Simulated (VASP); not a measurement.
Write the native input for VASP 6.6.1 that does the following.

| Quantity | Value |
| --- | --- |
| Task | relaxation of cell and atoms |
| Functional | PBE |
| Potentials or basis | VASP PAW PBE potentials, release 64 (Cu, Ru_pv) |
| Cutoff | 600 eV |
| k mesh | 6 × 6 × 4 |
| Occupations | gaussian, width 0.1 eV |
| Spin | no spin polarisation |
| Dipole correction | no |
| Further INCAR settings | ALGO = Fast; EDIFF = 1e-06; IBRION = 2; EDIFFG = -0.04; NSW = 90; ISIF = 3 |

The structure of CuRu4 lies in POSCAR:

```
CuRu4
1.0
    4.0811398093      0.0000000000      0.0000000000
   -2.0405699047      3.5343707513      0.0000000000
    0.0000000000      0.0000000000      7.4180747365
Cu Ru
1 4
Direct
    0.0000000000      0.0000000000      0.0000000000
    0.3333333333      0.6666666667      0.5000000000
    0.6666666667      0.3333333333      0.5000000000
    0.0000000000      0.0000000000      0.3173681265
    0.0000000000      0.0000000000      0.6826318735
```

The cell was built from a structure type or drawn by symmetry, and may not be a known phase.

The input as run:

INCAR

```
PREC = Accurate
ENCUT = 600
EDIFF = 1E-6
ISMEAR = 0
SIGMA = 0.1
LREAL = False
LASPH = True
NELM = 80
ALGO = Fast
ISIF = 3
LWAVE = False
LCHARG = False
GGA = PE
IBRION = 2
NSW = 90
EDIFFG = -0.04
```

KPOINTS

```
Automatic mesh
0
Gamma
  6 6 4
```

Potentials or basis: VASP PAW PBE potentials, release 64 (Cu, Ru_pv).

Run with:

```sh
$ cat potpaw_PBE.64/Cu/POTCAR potpaw_PBE.64/Ru_pv/POTCAR > POTCAR
$ mpirun -np 1 vasp_std > vasp.out
```

It gave:

| Property | Result |
| --- | --- |
| Relaxed volume | 21.45 Å³/atom |
| Relaxed cell | a = 4.099 Å, b = 4.099 Å, c = 7.370 Å, α = 90.00°, β = 90.00°, γ = 120.00° |
| Space group after relaxing (to 0.1 Å) | P6/mmm (No. 191) |
| Energy gained by relaxing | 2.8 meV/atom |
| Ionic steps | 5 |
| Pressure after relaxing | 0.0 GPa |
| Largest force after relaxing | 0.023 eV/Å |
| Band gap on the k mesh | zero (an odd number of electrons rules out a gap without spin polarisation) |

It took 22 min on 1 thread of Intel Xeon 8259CL, with other jobs on the host, peak memory 0.33 GiB.
